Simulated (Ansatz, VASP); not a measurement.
## TiTe2 in VASP and in Ansatz

```
Ti Te
1.0
     3.80096    0.00000    0.00000
    -1.90048    3.29173    0.00000
     0.00000    0.00000    6.89936
Ti Te
1 2
Cartesian
  0.0000 0.0000 0.0000
  1.9005 1.0972 1.6986
  0.0000 2.1945 5.2007
```

Alike in both runs: functional r2SCAN; k mesh 15 × 15 × 8; occupations gaussian, width 0.1 eV; no spin polarisation.

Ansatz relaxed the structure, and its values are those at the end. VASP's run is a single point on that final structure, the one shown.

|  | VASP | Ansatz |
| --- | --- | --- |
| version | VASP 6.6.1 | Ansatz 0.2.0 |
| potentials or method | VASP PAW PBE potentials, release 64 (Ti_sv, Te), cutoff 520 eV | scalar-relativistic, plane waves, PAW |
| valence electrons in the cell | 24 | 44 |

Ansatz gave:

| Quantity | Value |
| --- | --- |
| gap on the k mesh at the Fermi level (eV) | none |
| pressure (GPa) | 0.0 |
| rms of the force components (eV/Å) | 0.000 |

Estimate VASP's values.

gap on the k mesh at the Fermi level (eV): none; pressure (GPa): 0.1; rms of the force components (eV/Å): 0.008.

VASP's potentials were made for PBE, not for r2SCAN. A gap of «none» marks a metal or a gap that the smearing closes. VASP's potentials hold 24 valence electrons a cell and Ansatz's 44, so a difference there can come from the potentials and not from the codes.

Spin-orbit coupling is off throughout.
